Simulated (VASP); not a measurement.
Here is a VASP 6.6.1 calculation.

Contents of INCAR:

```
PREC     = Accurate       # precision mode
ENCUT    = 520            # plane-wave cutoff, eV
EDIFF    = 1E-8           # SCF threshold, eV
ISMEAR   = -1             # smearing method
SIGMA    = 0.15           # smearing width, eV
LREAL    = F              # projectors in reciprocal space
LASPH    = T              # aspherical terms in the spheres
NELM     = 80             # most SCF steps
ALGO     = Normal         # electronic algorithm
ISIF     = 2              # what is computed and relaxed
LWAVE    = F              # write WAVECAR
LCHARG   = F              # write CHGCAR
GGA      = CA             # functional
IBRION   = 8              # ionic algorithm
NSW      = 1              # ionic steps
```

The input KPOINTS:

```
Automatic mesh
0
Gamma
  16 16 16
```

The input POSCAR:

```
BP
1.0
    2.7202000000      0.0000000000      0.0000000000
    0.0000000000      2.7202000000      0.0000000000
    0.0000000000      0.0000000000      2.7202000000
B P
1 1
Direct
    0.0000000000      0.0000000000      0.0000000000
    0.5000000000      0.5000000000      0.5000000000
```

Potentials or basis: VASP PAW LDA potentials, release 64 (B, P).

The run is started by

```console
$ cat potpaw_LDA.64/B/POTCAR potpaw_LDA.64/P/POTCAR > POTCAR
$ mpirun -np 1 vasp_std > vasp.out
```

Question: Estimate the highest phonon frequency at Γ, LO-TO splitting left out.

Answer: 0 cm⁻¹.

Question: What does it give for the most unstable mode?

Answer: 262i cm⁻¹.

Phonon frequencies in cm⁻¹ (negative: imaginary):
```
              q point           frequencies
(0.000, 0.000, 0.000)  -262 -262 -262 0 0 0
```

Caveat: the cell stands under pressure or tension, which shifts response properties; some modes are imaginary.
